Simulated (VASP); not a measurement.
Here is a VASP 6.6.1 calculation.

The input INCAR:

```
PREC = Accurate
ENCUT = 520
EDIFF = 1E-6
ISMEAR = 0
SIGMA = 0.05
LREAL = False
LASPH = True
NELM = 100
ALGO = Normal
ISIF = 2
LWAVE = False
LCHARG = True
GGA = PE
LELF = True
LVHAR = True
NBANDS = 16
```

Contents of KPOINTS:

```
Automatic mesh
0
Gamma
  20 20 12
```

Contents of POSCAR:

```
Co
1.0
    2.4539732366      0.0000000000      0.0000000000
   -1.2269866183      2.1252031631      0.0000000000
    0.0000000000      0.0000000000      3.9588634762
Co
2
Direct
    0.3333333333      0.6666666667      0.2500000000
    0.6666666667      0.3333333333      0.7500000000
```

Potentials or basis: VASP PAW PBE potentials, release 64 (Co).

Launch:

```console
$ cat potpaw_PBE.64/Co/POTCAR > POTCAR
$ mpirun -np 1 vasp_std > vasp.out
```

Q: Predict the band gap on the k mesh.

A: Zero (bands 9 and 10 overlap by 1.54 eV).

Q: What does it give for the pressure?

A: -0.7 GPa.

Stress tensor (GPa, compression positive):
```
-0.72  0.00  0.00
 0.00 -0.72  0.00
 0.00  0.00 -0.80
```

Caveat: the run has no spin polarisation, though such a crystal can be magnetic. Spin polarisation is off, so any magnetic state and its effect on volume and gap are missing.
